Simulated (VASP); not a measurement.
# CoO (P-6m2) in VASP: a series of runs, part 2 of 2

VASP 6.6.1.

## (6) Single point, PBE, collinear spin, ferromagnetic start

This run uses another cell than the first one, of 9.85 Å³/atom, 1.042 times its volume.

INCAR

```
SYSTEM = CoO
  PREC = Accurate
  ENCUT = 520
  EDIFF = 1E-6
  ISMEAR = -1
  SIGMA = 0.05
  LREAL = .FALSE.
  LASPH = .TRUE.
  NELM = 150
  ALGO = Normal
  ISIF = 2
  LWAVE = .FALSE.
  LCHARG = .FALSE.
  ISPIN = 2
  MAGMOM = 2 0
  LORBIT = 11
  LMAXMIX = 4
  GGA = PE
  NBANDS = 18
```

KPOINTS

```
regular mesh
0
G
  11 11 10
  0 0 0
```

POSCAR

```
CoO
1.0
    2.8562992300      0.0000000000      0.0000000000
   -1.4281496100      2.4736276900      0.0000000000
    0.0000000000      0.0000000000      2.7876065300
Co O
1 1
Direct
    0.0000000000      0.0000000000      0.0000000000
    0.6666666667      0.3333333333      0.5000000000
```

Potentials or basis: VASP PAW PBE potentials, release 64 (Co, O).

On the command line:

```sh
$ cat potpaw_PBE.64/Co/POTCAR potpaw_PBE.64/O/POTCAR > POTCAR
$ mpirun -np 1 vasp_std > vasp.out
```

OUTCAR:

```text
SYSTEM = CoO
   PREC = Accurate
   ENCUT = 520
   EDIFF = 1E-6
   ISMEAR = -1
   LREAL = .FALSE.
   LASPH = .TRUE.
   NELM = 150
   ISIF = 2
   ISPIN = 2
   LORBIT = 11
   GGA = PE

 ion  position               nearest neighbor table
   1  0.000  0.000  0.000-   2 2.16   2 2.16   2 2.16   2 2.16   2 2.16   2 2.16
   2  0.667  0.333  0.500-   1 2.16   1 2.16   1 2.16   1 2.16   1 2.16   1 2.16

  LATTYP: Found a hexagonal cell.
 ALAT       =     2.8562992300
 C/A-ratio  =     0.9759504539

  Lattice vectors:

 A1 = (   2.8562992300,   0.0000000000,   0.0000000000)
 A2 = (  -1.4281496100,   2.4736276900,   0.0000000000)
 A3 = (   0.0000000000,   0.0000000000,   2.7876065300)

Analysis of symmetry for initial positions (statically):
=====================================================================
 Subroutine PRICEL returns:
 Original cell was already a primitive cell.

 Routine SETGRP: Setting up the symmetry group for a
 hexagonal supercell.

 Subroutine GETGRP returns: Found 12 space group operations
 (whereof 12 operations were pure point group operations)
 out of a pool of 24 trial point group operations.

The static configuration has the point symmetry D_3h.

Analysis of symmetry for dynamics (positions and initial velocities):
=====================================================================
 Subroutine PRICEL returns:
 Original cell was already a primitive cell.

 Routine SETGRP: Setting up the symmetry group for a
 hexagonal supercell.

 Subroutine GETGRP returns: Found 12 space group operations
 (whereof 12 operations were pure point group operations)
 out of a pool of 24 trial point group operations.

The dynamic configuration has the point symmetry D_3h.

Analysis of structural, dynamic, and magnetic symmetry:
=====================================================================
 Subroutine PRICEL returns:
[... 148 lines left out ...]

 Free energy of the ion-electron system (eV)
  ---------------------------------------------------
  ext. energy  EPLUGINS =         0.00000000
  ---------------------------------------------------
  free energy    TOTEN  =       -12.91368308 eV

  energy without entropy =      -12.88471572  energy(sigma->0) =      -12.89919940

 E-fermi :   7.5780     XC(G=0): -12.3275

 val. band max:        7.5772113847   @ k =   0.3636  -0.0000   0.1000
 cond. band min:       7.5783219402   @ k =   0.2727   0.0909   0.3000
 fundamental gap:      0.0011105555
 Fermi energy:         7.5780291152

 spin component 1

 k-point     1 :       0.0000    0.0000    0.0000
  band No.  band energies     occupation
      1     -12.5104      1.00000
      2       2.8911      1.00000
      3       2.8911      1.00000
      4       3.4202      1.00000
      5       4.0405      1.00000
      6       4.6465      1.00000
[... 493 lines left out ...]
     17      34.9279      0.00000
     18      36.5489      0.00000

 [... further k-points ...]

 spin component 2

 k-point     1 :       0.0000    0.0000    0.0000
  band No.  band energies     occupation
      1     -11.8670      1.00000
      2       4.2252      1.00000
      3       4.2252      1.00000
      4       4.7013      1.00000
      5       5.0487      1.00000
      6       7.9026      0.00151
[... 493 lines left out ...]
     17      35.3278      0.00000
     18      36.9758      0.00000

 [... further k-points ...]

------------------------ aborting loop because EDIFF is reached ----------------------------------------

  FORCE on cell =-STRESS in cart. coord.  units (eV):
  Direction    XX          YY          ZZ          XY          YZ          ZX
  --------------------------------------------------------------------------------------
  -------------------------------------------------------------------------------------
  Total       -0.8070249     -0.8070249     -1.4072611     -0.0000000     -0.0000000      0.0000000
  in kB      -65.6489813    -65.6489811   -114.4763481     -0.0000001     -0.0000000      0.0000000
  external PRESSURE =     -81.9247702 kB  Pullay stress =       0.0000000 kB

 VOLUME and BASIS-vectors are now :
 -----------------------------------------------------------------------------
  energy-cutoff  :      520.00
  volume of cell :       19.70
      direct lattice vectors                 reciprocal lattice vectors
     2.856299230  0.000000000  0.000000000     0.350103375  0.202132277  0.000000000
    -1.428149610  2.473627690  0.000000000     0.000000000  0.404264556  0.000000000
     0.000000000  0.000000000  2.787606530     0.000000000  0.000000000  0.358730685

 POSITION                                       TOTAL-FORCE (eV/Angst)
 -----------------------------------------------------------------------------------
      0.00000      0.00000      0.00000        -0.000000      0.000000      0.000000
      1.42815      0.82454      1.39380         0.000000     -0.000000      0.000000
 -----------------------------------------------------------------------------------
    total drift:                               -0.000000      0.000000      0.000000

  FREE ENERGIE OF THE ION-ELECTRON SYSTEM (eV)
  ---------------------------------------------------
  free  energy   TOTEN  =       -12.9136830799 eV

  energy  without entropy=      -12.8847157238  energy(sigma->0) =      -12.89919940

 total charge

# of ion       s       p       d       tot
------------------------------------------
    1        0.297   0.360   7.115   7.772
    2        1.564   3.380   0.000   4.944
--------------------------------------------------
tot          1.861   3.740   7.115  12.716

 magnetization (x)

# of ion       s       p       d       tot
------------------------------------------
    1        0.006   0.007   2.542   2.555
    2        0.024   0.374   0.000   0.398
--------------------------------------------------
tot          0.030   0.381   2.542   2.953
```

OSZICAR:

```text
N       E                     dE             d eps       ncg     rms          rms(c)
DAV:   1     0.778174296891E+02    0.77817E+02   -0.65385E+03  7192   0.954E+02
DAV:   2    -0.107775337807E+02   -0.88595E+02   -0.76414E+02  7278   0.221E+02
DAV:   3    -0.156438962679E+02   -0.48664E+01   -0.47545E+01  7840   0.556E+01
DAV:   4    -0.156952754911E+02   -0.51379E-01   -0.51340E-01  8150   0.545E+00
DAV:   5    -0.156964632032E+02   -0.11877E-02   -0.11876E-02  8270   0.830E-01    0.167E+01
DAV:   6    -0.151112829134E+02    0.58518E+00   -0.20633E+01  8934   0.667E+01    0.259E+01
DAV:   7    -0.132131407661E+02    0.18981E+01   -0.11807E+01  8170   0.578E+01    0.852E+00
DAV:   8    -0.129458599548E+02    0.26728E+00   -0.67232E-01  9770   0.132E+01    0.372E+00
DAV:   9    -0.129578098105E+02   -0.11950E-01   -0.44847E-01  9994   0.106E+01    0.256E+00
DAV:  10    -0.129114842448E+02    0.46326E-01   -0.16435E-01  9938   0.765E+00    0.681E-01
DAV:  11    -0.129146523357E+02   -0.31681E-02   -0.95345E-03  8182   0.103E+00    0.341E-01
DAV:  12    -0.129142345217E+02    0.41781E-03   -0.21090E-03  9702   0.584E-01    0.297E-01
DAV:  13    -0.129137379191E+02    0.49660E-03   -0.38212E-03  8498   0.814E-01    0.107E-01
DAV:  14    -0.129137064501E+02    0.31469E-04   -0.16662E-04  8590   0.133E-01    0.540E-02
DAV:  15    -0.129136866476E+02    0.19803E-04   -0.94147E-05  9142   0.114E-01    0.260E-02
DAV:  16    -0.129136836208E+02    0.30268E-05   -0.88145E-06  8024   0.289E-02    0.172E-02
DAV:  17    -0.129136830799E+02    0.54088E-06   -0.25559E-06  4740   0.256E-02
   1 F= -.12913683E+02 E0= -.12899199E+02  d E =-.289674E-01  mag=     3.0003
```

Wall time 53 s (1 thread of AMD EPYC 9R45 (Zen 5), shared host); peak memory 0.16 GiB.

Results:

```
Free energy                                           : -12.9137 eV
Pressure                                              : -8.2 GPa
Band gap on the k mesh                                : zero (filled and empty bands overlap)
Net moment                                            : 3.00 μB per cell
Site moments                                          : Co +2.56; O +0.40 μB
Valence electrons inside the program's atomic spheres : Co 7.77; O 4.94
```

Stress tensor (GPa, compression positive):
```
 -6.56   0.00   0.00
  0.00  -6.56   0.00
  0.00   0.00 -11.45
```

Caveat: a cell with one magnetic atom can't hold antiferromagnetic order, which such compounds often take; semilocal functionals often make such compounds metallic where correlation or magnetic order opens a gap, which also shifts bond lengths.

## (7) The runs side by side

```tsv
cell	gap on the mesh (eV)	pressure (GPa)	moment (μB)
a = 2.818, b = 2.818, c = 2.750 Å, angles 90.0, 90.0, 120.0°, 2 atoms	none	-1.4	3.00
a = 2.837, b = 2.837, c = 2.769 Å, angles 90.0, 90.0, 120.0°, 2 atoms	none	-5.0	3.00
a = 2.856, b = 2.856, c = 2.788 Å, angles 90.0, 90.0, 120.0°, 2 atoms	none	-8.2	3.00
```

Alike in all rows: task single point; level PBE; potentials or basis VASP PAW PBE potentials, release 64 (Co, O); spin collinear, ferromagnetic start; k mesh 11 × 11 × 10; cutoff (eV) 520; smearing fermi-dirac 0.05 eV.

Caveats: a cell with one magnetic atom can't hold antiferromagnetic order, which such compounds often take; semilocal functionals often make such compounds metallic where correlation or magnetic order opens a gap, which also shifts bond lengths.

Absolute energies hang on the potentials; compare differences alone.
